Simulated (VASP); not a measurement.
BN, 4 atoms in the cell. Symmetry: P6_3mc, No. 186, hexagonal system. The conventional cell has a = 2.595 Å, b = 2.595 Å, c = 4.292 Å, α = 90.00°, β = 90.00°, γ = 120.00°. B (site symmetry 3m) has 4 N at 1.59 to 1.61 Å within 2.1 Å. N (site symmetry 3m) has 4 B at 1.59 to 1.61 Å within 2.1 Å.  This cell differs from its parent crystal: strain +2.0%.

| Quantity | Value |
| --- | --- |
| Program | VASP 6.6.1 |
| Task | single point |
| Functional | HSE06 |
| Potentials or basis | VASP PAW PBE potentials, release 64 (B, N) |
| Cutoff | 520 eV |
| k mesh | 9 × 9 × 4 |
| Occupations | gaussian, width 0.01 eV |
| Spin | no spin polarisation |
| Dipole correction | no |
| Grid for exact exchange (PRECFOCK) | Normal |
| Further INCAR settings | ALGO = Normal; EDIFF = 1e-07; NBANDS = 16 |
| Share of exact exchange | 0.25 |
| Screening parameter | 0.2079 1/Å |

Potentials or basis: VASP PAW PBE potentials, release 64 (B, N).

Launch:

```console
$ cat potpaw_PBE.64/B/POTCAR potpaw_PBE.64/N/POTCAR > POTCAR
$ cp INCAR.step1 INCAR
$ mpirun -np 1 vasp_std > vasp.out
$ cp INCAR.step2 INCAR
$ mpirun -np 1 vasp_std > vasp.out
```

Hardware: 1 thread of Oxide Virtual Turin-like Processor, with other jobs on the host.

Question: Estimate the wall time of this run.

Answer: Run time: 84 min on 1 thread of Oxide Virtual Turin-like Processor, on a shared host, peak memory 0.22 GiB. Counts: k points 36.
